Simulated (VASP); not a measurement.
# SiMo3 (Pm-3n) in VASP: a series of runs

SiMo3 is run at these levels: PBE; tasks: single point, relaxation of cell and atoms.

Program: VASP 6.6.1. These are calculated values, not measurements. Logs are shortened: lines on timing, memory, paths and dates and some standing lists are left out, and cuts for length are marked.

**1. The cell of the first run**

It takes space group Pm-3n (No. 223, cubic). Conventional cell: a = 4.906 Å, b = 4.906 Å, c = 4.906 Å, α = 90.00°, β = 90.00°, γ = 90.00°. Within 3.6 Å of Si (site symmetry m-3) lie 12 Mo at 2.74 Å. Mo (site symmetry -4m2) has 10 Mo at 2.45 to 3.00 Å and 4 Si at 2.74 Å within 3.2 Å.

**2. Single point, PBE**

INCAR reads:

```
PREC = Accurate
ENCUT = 520
EDIFF = 1E-6
ISMEAR = 0
SIGMA = 0.1
LREAL = False
LASPH = True
NELM = 60
ALGO = Fast
ISIF = 2
LWAVE = False
LCHARG = False
GGA = PE
NBANDS = 56
```

KPOINTS reads:

```
Automatic mesh
0
Gamma
  8 8 8
```

POSCAR reads:

```
SiMo3
1.0
    4.9064533772      0.0000000000      0.0000000000
    0.0000000000      4.9064533772      0.0000000000
    0.0000000000      0.0000000000      4.9064533772
Si Mo
2 6
Direct
    0.5000000000      0.5000000000      0.5000000000
    0.0000000000      0.0000000000      0.0000000000
    0.0000000000      0.5000000000      0.2500000000
    0.0000000000      0.5000000000      0.7500000000
    0.5000000000      0.7500000000      0.0000000000
    0.5000000000      0.2500000000      0.0000000000
    0.7500000000      0.0000000000      0.5000000000
    0.2500000000      0.0000000000      0.5000000000
```

Potentials or basis: VASP PAW PBE potentials, release 64 (Si, Mo_sv).

The run is started by

```sh
> cat potpaw_PBE.64/Si/POTCAR potpaw_PBE.64/Mo_sv/POTCAR > POTCAR
> mpirun -np 1 vasp_std > vasp.out
```

OUTCAR:

```text
PREC = Accurate
   ENCUT = 520
   EDIFF = 1E-6
   ISMEAR = 0
   LREAL = False
   LASPH = True
   NELM = 60
   ISIF = 2
   GGA = PE

 ion  position               nearest neighbor table
   1  0.500  0.500  0.500-   3 2.74   4 2.74   5 2.74   6 2.74   7 2.74   8 2.74   5 2.74   6 2.74
                             7 2.74   8 2.74   3 2.74   4 2.74
   2  0.000  0.000  0.000-   3 2.74   4 2.74   5 2.74   6 2.74   7 2.74   8 2.74   7 2.74   8 2.74
                             3 2.74   4 2.74   5 2.74   6 2.74
   3  0.000  0.500  0.250-   4 2.45   4 2.45   1 2.74   2 2.74   2 2.74   1 2.74   8 3.00   5 3.00
                             6 3.00   7 3.00   8 3.00   7 3.00   5 3.00   6 3.00
   4  0.000  0.500  0.750-   3 2.45   3 2.45   1 2.74   2 2.74   2 2.74   1 2.74   8 3.00   5 3.00
                             6 3.00   7 3.00   8 3.00   7 3.00   5 3.00   6 3.00
   5  0.500  0.750  0.000-   6 2.45   6 2.45   1 2.74   1 2.74   2 2.74   2 2.74   8 3.00   4 3.00
                             7 3.00   8 3.00   3 3.00   7 3.00   3 3.00   4 3.00
   6  0.500  0.250  0.000-   5 2.45   5 2.45   1 2.74   1 2.74   2 2.74   2 2.74   8 3.00   4 3.00
                             7 3.00   8 3.00   3 3.00   7 3.00   3 3.00   4 3.00
   7  0.750  0.000  0.500-   8 2.45   8 2.45   1 2.74   2 2.74   1 2.74   2 2.74   3 3.00   4 3.00
                             5 3.00   6 3.00   5 3.00   3 3.00   4 3.00   6 3.00
   8  0.250  0.000  0.500-   7 2.45   7 2.45   1 2.74   2 2.74   1 2.74   2 2.74   3 3.00   4 3.00
                             5 3.00   6 3.00   5 3.00   3 3.00   4 3.00   6 3.00

  LATTYP: Found a simple cubic cell.
 ALAT       =     4.9064533772

  Lattice vectors:

 A1 = (   4.9064533772,   0.0000000000,   0.0000000000)
 A2 = (   0.0000000000,   4.9064533772,   0.0000000000)
 A3 = (   0.0000000000,   0.0000000000,   4.9064533772)

Analysis of symmetry for initial positions (statically):
=====================================================================
 Subroutine PRICEL returns:
 Original cell was already a primitive cell.

 Routine SETGRP: Setting up the symmetry group for a
 simple cubic supercell.

 Subroutine GETGRP returns: Found 48 space group operations
 (whereof 24 operations were pure point group operations)
 out of a pool of 48 trial point group operations.

The static configuration has the point symmetry T_h .
 The point group associated with its full space group is O_h .

Analysis of symmetry for dynamics (positions and initial velocities):
=====================================================================
 Subroutine PRICEL returns:
 Original cell was already a primitive cell.

 Routine SETGRP: Setting up the symmetry group for a
 simple cubic supercell.
[... 128 lines left out ...]
   PSTRESS=    0.0 pullay stress
   NELECT =      92.0000    total number of electrons
   NUPDOWN=      -1.0000    fix difference up-down
   EMIN   =  10.00;   EMAX   =-10.00  energy-range for DOS
   EFERMI =   0.00;   METHOD = LEGACY
   ISMEAR =     0;   SIGMA  =   0.10  broadening in eV -4-tet -1-fermi 0-gaus
   EFERMI_NEDOS =   21; number of points for ismear=-14 and -15
   IALGO  =     68    algorithm
   IMIX   =      4    mixing-type and parameters
     AMIX     =   0.40;   BMIX     =  1.00
     AMIX_MAG =   1.60;   BMIX_MAG =  1.00
  volume/ion in A,a.u.               =      14.76        99.63
  Fermi-wavevector in a.u.,A,eV,Ry     =   1.506271  2.846439 30.869607  2.268852
  Thomas-Fermi vector in A             =   2.617010
   LORBIT       =      0    0 simple, 1 ext, 2 COOP (PROOUT), +10 PAW based schemes
   GGA     = PE    functional components
   LHFCALC =     F    Hartree Fock is set to
   AEXX    =    0.0000 exact exchange contribution
   IVDW    =     0    specifies the selected vdW correction
   LEPSILON=     F    determine dielectric tensor
   LRPA    =     F    only Hartree local field effects (RPA)
 non-spin polarized calculation
 RMM-DIIS sequential band-by-band and
 Gauss-broadening in eV      SIGMA  =   0.10
  energy-cutoff  :      520.00
  volume of cell :      118.11
 maximum number of plane-waves:      3197
   NGX = 19   NGY = 19   NGZ = 19

 number of electron      91.9999974 magnetization

 Free energy of the ion-electron system (eV)
  ---------------------------------------------------
  ext. energy  EPLUGINS =         0.00000000
  ---------------------------------------------------
  free energy    TOTEN  =       -78.99768765 eV

  energy without entropy =      -78.97520330  energy(sigma->0) =      -78.98644548

 E-fermi :  12.6085     XC(G=0): -13.0557

 val. band max:       12.6046680889   @ k =   0.5000   0.2500   0.0000
 cond. band min:      12.6134016899   @ k =   0.3750   0.3750   0.0000
 fundamental gap:      0.0087336010
 Fermi energy:        12.6085277113

 k-point     1 :       0.0000    0.0000    0.0000
  band No.  band energies     occupation
      1     -48.6768      2.00000
      2     -48.5665      2.00000
      3     -48.5665      2.00000
      4     -48.2481      2.00000
      5     -48.2481      2.00000
      6     -48.2481      2.00000
[... 1405 lines left out ...]
     55      14.7445      0.00000
     56      15.1301      0.00000

 [... further k-points ...]

------------------------ aborting loop because EDIFF is reached ----------------------------------------

  FORCE on cell =-STRESS in cart. coord.  units (eV):
  Direction    XX          YY          ZZ          XY          YZ          ZX
  --------------------------------------------------------------------------------------
  -------------------------------------------------------------------------------------
  Total        0.3493118      0.3493118      0.3493118     -0.0000000     -0.0000000     -0.0000000
  in kB        4.7382808      4.7382808      4.7382808     -0.0000000     -0.0000000     -0.0000000
  external PRESSURE =       4.7382808 kB  Pullay stress =       0.0000000 kB

 VOLUME and BASIS-vectors are now :
 -----------------------------------------------------------------------------
  energy-cutoff  :      520.00
  volume of cell :      118.11
      direct lattice vectors                 reciprocal lattice vectors
     4.906453377  0.000000000  0.000000000     0.203813207  0.000000000  0.000000000
     0.000000000  4.906453377  0.000000000     0.000000000  0.203813207  0.000000000
     0.000000000  0.000000000  4.906453377     0.000000000  0.000000000  0.203813207

 POSITION                                       TOTAL-FORCE (eV/Angst)
 -----------------------------------------------------------------------------------
      2.45323      2.45323      2.45323         0.000000     -0.000000     -0.000000
      0.00000      0.00000      0.00000         0.000000     -0.000000     -0.000000
      0.00000      2.45323      1.22661         0.000000      0.000000      0.000000
      0.00000      2.45323      3.67984        -0.000000     -0.000000     -0.000000
      2.45323      3.67984      0.00000         0.000000     -0.000000     -0.000000
      2.45323      1.22661      0.00000        -0.000000     -0.000000     -0.000000
      3.67984      0.00000      2.45323         0.000000      0.000000     -0.000000
      1.22661      0.00000      2.45323        -0.000000     -0.000000     -0.000000
 -----------------------------------------------------------------------------------
    total drift:                                0.000000      0.000000     -0.000000

  FREE ENERGIE OF THE ION-ELECTRON SYSTEM (eV)
  ---------------------------------------------------
  free  energy   TOTEN  =       -78.9976876546 eV

  energy  without entropy=      -78.9752033038  energy(sigma->0) =      -78.98644548
```

stdout:

```text
POSCAR found type information on POSCAR SiMo
 POSCAR found :  2 types and       8 ions
 scaLAPACK will be used
 LDA part: xc-table for (Slater+PW92), standard interpolation
 POSCAR, INCAR and KPOINTS ok, starting setup
 FFT: planning ... GRIDC
 FFT: planning ... GRID_SOFT
 FFT: planning ... GRID
 WAVECAR not read
 entering main loop
```

Run time: 6.9 min. Hardware: 1 thread of Intel Xeon 8259CL, shared host; peak memory 0.28 GiB.

What came out:

```yaml
Free_energy: -78.9977 eV
Pressure: 0.5 GPa
Band_gap_on_the_k_mesh: zero (bands 46 and 47 overlap by 2.43 eV)
```

**3. Single point, PBE**

This run uses another cell than the first one: it holds 16 atoms, not 8.

INCAR reads:

```
PREC     = Accurate       # precision mode
ENCUT    = 520            # plane-wave cutoff, eV
EDIFF    = 1E-7           # SCF threshold, eV
ISMEAR   = 0              # smearing method
SIGMA    = 0.1            # smearing width, eV
LREAL    = Auto         
LASPH    = True           # aspherical terms in the spheres
NELM     = 60             # most SCF steps
ALGO     = Fast           # electronic algorithm
ISIF     = 2              # what is computed and relaxed
LWAVE    = False          # write WAVECAR
LCHARG   = False          # write CHGCAR
GGA      = PE             # functional
NBANDS   = 106            # bands
```

KPOINTS reads:

```
regular mesh
0
Gamma
  6 6 6
```

POSCAR reads:

```
SiMo3
1.0
   -4.9054644292      4.9054644292      0.0000000000
    0.0000000000      4.9054644292     -4.9054644292
   -4.9054644292      0.0000000000     -4.9054644292
Si Mo
4 12
Direct
    0.7500000000      0.7500000000      0.7500000000
    0.2500000000      0.2500000000      0.2500000000
    0.5000000000      0.5000000000      0.5000000000
    0.0000000000      0.0000000000      1.0000000000
    0.8750000000      0.6250000000      0.1250000000
    0.3750000000      0.1250000000      0.6250000000
    0.1250000000      0.3750000000      0.8750000000
    0.6250000000      0.8750000000      0.3750000000
    0.6250000000      0.1250000000      0.8750000000
    0.1250000000      0.6250000000      0.3750000000
    0.3750000000      0.8750000000      0.1250000000
    0.8750000000      0.3750000000      0.6250000000
    0.8750000000      0.1250000000      0.3750000000
    0.3750000000      0.6250000000      0.8750000000
    0.6250000000      0.3750000000      0.1250000000
    0.1250000000      0.8750000000      0.6250000000
```

Potentials or basis: VASP PAW PBE potentials, release 64 (Si, Mo_sv).

The run is started by

```sh
> cat potpaw_PBE.64/Si/POTCAR potpaw_PBE.64/Mo_sv/POTCAR > POTCAR
> mpirun -np 1 vasp_std > vasp.out
```

OUTCAR:

```text
PREC = Accurate
   ENCUT = 520
   EDIFF = 1E-7
   ISMEAR = 0
   LREAL = Auto
   LASPH = True
   NELM = 60
   ISIF = 2
   GGA = PE

 ion  position               nearest neighbor table
   1  0.750  0.750  0.750-   5 2.74   6 2.74   7 2.74   8 2.74   9 2.74  10 2.74  11 2.74  12 2.74
                            13 2.74  14 2.74  15 2.74  16 2.74
   2  0.250  0.250  0.250-   5 2.74   6 2.74   7 2.74   8 2.74   9 2.74  10 2.74  11 2.74  12 2.74
                            13 2.74  14 2.74  15 2.74  16 2.74
   3  0.500  0.500  0.500-   5 2.74   6 2.74   7 2.74   8 2.74   9 2.74  10 2.74  11 2.74  12 2.74
                            13 2.74  14 2.74  15 2.74  16 2.74
   4  0.000  0.000  0.000-   5 2.74   6 2.74   7 2.74   8 2.74   9 2.74  10 2.74  11 2.74  12 2.74
                            13 2.74  14 2.74  15 2.74  16 2.74
   5  0.875  0.625  0.125-   7 2.45   8 2.45   3 2.74   4 2.74   1 2.74   2 2.74   9 3.00  10 3.00
                            12 3.00  14 3.00  15 3.00  16 3.00  13 3.00  11 3.00
   6  0.375  0.125  0.625-   7 2.45   8 2.45   3 2.74   4 2.74   1 2.74   2 2.74   9 3.00  10 3.00
                            11 3.00  13 3.00  16 3.00  15 3.00  14 3.00  12 3.00
   7  0.125  0.375  0.875-   5 2.45   6 2.45   3 2.74   4 2.74   1 2.74   2 2.74   9 3.00  12 3.00
                            13 3.00  14 3.00  16 3.00  10 3.00  11 3.00  15 3.00
   8  0.625  0.875  0.375-   5 2.45   6 2.45   3 2.74   4 2.74   1 2.74   2 2.74  10 3.00  11 3.00
[... 1947 lines left out ...]

------------------------ aborting loop because EDIFF is reached ----------------------------------------

  FORCE on cell =-STRESS in cart. coord.  units (eV):
  Direction    XX          YY          ZZ          XY          YZ          ZX
  --------------------------------------------------------------------------------------
  -------------------------------------------------------------------------------------
  Total        0.6504605      0.6504605      0.6504605      0.0000000     -0.0000000     -0.0000000
  in kB        4.4142928      4.4142928      4.4142928      0.0000000     -0.0000000     -0.0000000
  external PRESSURE =       4.4142928 kB  Pullay stress =       0.0000000 kB

 VOLUME and BASIS-vectors are now :
 -----------------------------------------------------------------------------
  energy-cutoff  :      520.00
  volume of cell :      236.09
      direct lattice vectors                 reciprocal lattice vectors
    -4.905464429  4.905464429  0.000000000    -0.101927148  0.101927148  0.101927148
     0.000000000  4.905464429 -4.905464429     0.101927148  0.101927148 -0.101927148
    -4.905464429  0.000000000 -4.905464429    -0.101927148 -0.101927148 -0.101927148

 POSITION                                       TOTAL-FORCE (eV/Angst)
 -----------------------------------------------------------------------------------
     -7.35820      7.35820     -7.35820        -0.000000      0.000000      0.000000
     -2.45273      2.45273     -2.45273        -0.000000      0.000000      0.000000
     -4.90546      4.90546     -4.90546        -0.000000      0.000000      0.000000
      0.00000      0.00000      0.00000        -0.000000      0.000000      0.000000
     -4.90546      7.35820     -3.67910         0.000000      0.000000      0.000000
     -4.90546      2.45273     -3.67910         0.000000     -0.000000      0.000000
[... 8 lines left out ...]
     -3.67910      4.90546     -2.45273        -0.000000     -0.000000      0.000000
     -3.67910      4.90546     -7.35820        -0.000000      0.000000     -0.000000
 -----------------------------------------------------------------------------------
    total drift:                               -0.000000      0.000000     -0.000000

  FREE ENERGIE OF THE ION-ELECTRON SYSTEM (eV)
  ---------------------------------------------------
  free  energy   TOTEN  =      -158.0290631547 eV

  energy  without entropy=     -157.9945985649  energy(sigma->0) =     -158.01183086
```

stdout:

```text
POSCAR found type information on POSCAR SiMo
 POSCAR found :  2 types and      16 ions
 scaLAPACK will be used
 LDA part: xc-table for (Slater+PW92), standard interpolation
 POSCAR, INCAR and KPOINTS ok, starting setup
 FFT: planning ... GRIDC
 FFT: planning ... GRID_SOFT
 FFT: planning ... GRID
 WAVECAR not read
 entering main loop
```

It took 33 min on 1 thread of Intel Xeon 8259CL, shared host; peak memory 0.53 GiB.

Results:

```
Free energy            : -158.0291 eV
Pressure               : 0.4 GPa
Band gap on the k mesh : zero (bands 92 and 93 overlap by 0.31 eV)
```

**4. Relaxation of cell and atoms, PBE**

This run uses another cell than the first one: it holds 16 atoms, not 8.

INCAR reads:

```
ALGO = Fast ; EDIFF = 1E-6
EDIFFG = -0.015 ; ENCUT = 600
GGA = PE ; IBRION = 2
ISIF = 3 ; ISMEAR = 0
LASPH = True ; LCHARG = False
LREAL = Auto ; LWAVE = False
NELM = 100 ; NSW = 80
PREC = Accurate ; SIGMA = 0.1
```

KPOINTS reads:

```
k-points
0
Gamma
  6 6 6
```

Changes to POSCAR since step 3:

```diff
@@ -2,5 +2,5 @@
 1.0
-   -4.9054644292      4.9054644292      0.0000000000
-    0.0000000000      4.9054644292     -4.9054644292
-   -4.9054644292      0.0000000000     -4.9054644292
+   -4.9064533771      4.9064533771      0.0000000000
+    0.0000000000      4.9064533771     -4.9064533771
+   -4.9064533771      0.0000000000     -4.9064533771
 Si Mo
@@ -11,3 +11,3 @@
     0.5000000000      0.5000000000      0.5000000000
-    0.0000000000      0.0000000000      1.0000000000
+    0.0000000000      0.0000000000      0.0000000000
     0.8750000000      0.6250000000      0.1250000000
```

The run is started by

```sh
> cat potpaw_PBE.64/Si/POTCAR potpaw_PBE.64/Mo_sv/POTCAR > POTCAR
> mpirun -np 1 vasp_std > vasp.out
```

Wall time 60 min (1 thread of Oxide Virtual Turin-like, shared host); peak memory 0.61 GiB.

It converged, with:

* Free energy: -158.0266 eV
* Relaxed volume: 14.78 Å³/atom
* Relaxed cell: a = 6.941 Å, b = 6.941 Å, c = 6.941 Å, α = 60.00°, β = 60.00°, γ = 60.00°
* Space group after relaxing (to 0.1 Å): Pm-3n (No. 223)
* Energy gained by relaxing: 0.0 meV/atom
* Ionic steps: 3
* Pressure after relaxing: 0.0 GPa
* Band gap on the k mesh: zero (bands 92 and 93 overlap by 0.31 eV)

The path:
```csv
step,energy change (eV),largest force (eV/Å),pressure (GPa),volume (Å³)
1,0.0000,0.0000,0.25,236.23
2,0.0009,0.0000,-0.59,237.03
3,-0.0002,0.0000,0.00,236.46
```

Final structure:
```xyz
16
Lattice="-4.9081 4.9081 0.0000 0.0000 4.9081 -4.9081 -4.9081 0.0000 -4.9081" Properties=species:S:1:pos:R:3 pbc="T T T"
Si   -7.3621    7.3621   -7.3621
Si   -2.4540    2.4540   -2.4540
Si   -4.9081    4.9081   -4.9081
Si    0.0000    0.0000    0.0000
Mo   -4.9081    7.3621   -3.6810
Mo   -4.9081    2.4540   -3.6810
Mo   -4.9081    2.4540   -6.1351
Mo   -4.9081    7.3621   -6.1351
Mo   -7.3621    3.6810   -4.9081
Mo   -2.4540    3.6810   -4.9081
Mo   -2.4540    6.1351   -4.9081
Mo   -7.3621    6.1351   -4.9081
Mo   -6.1351    4.9081   -2.4540
Mo   -6.1351    4.9081   -7.3621
Mo   -3.6810    4.9081   -2.4540
Mo   -3.6810    4.9081   -7.3621
```

Levels at points of the mesh, in eV from the Fermi level:
```csv
k point,band 90,band 91,band 92,band 93,band 94,band 95
"(0.00, 0.00, 0.00)",-1.21,-1.21,-1.21,1.22,1.22,1.22
"(0.50, 0.00, 0.00)",-0.51,-0.51,-0.51,0.85,0.85,0.85
"(0.50, 0.50, 0.00)",-0.79,-0.68,-0.48,-0.13,0.22,0.22
```

**5. Summary**

| task | cell | k mesh | cutoff (eV) | gap on the mesh (eV) | pressure (GPa) |
| --- | --- | --- | --- | --- | --- |
| single point | a = 4.906 Å, 8 atoms, atomic positions A | 8 × 8 × 8 | 520 | none | 0.5 |
| single point | a = 6.937 Å, angles 60.0°, 16 atoms, atomic positions B | 6 × 6 × 6 | 520 | none | 0.4 |
| relaxation of cell and atoms | relaxed from a = 6.939 Å, angles 60.0°, 16 atoms, atomic positions B | 6 × 6 × 6 | 600 | none | 0.0 |

Alike in all rows: level PBE; potentials or basis VASP PAW PBE potentials, release 64 (Si, Mo_sv); no spin polarisation; smearing gaussian 0.1 eV.

Absolute energies hang on the potentials; compare differences alone.

The gap in the log of VASP goes by the Fermi energy; the results here count the filled bands.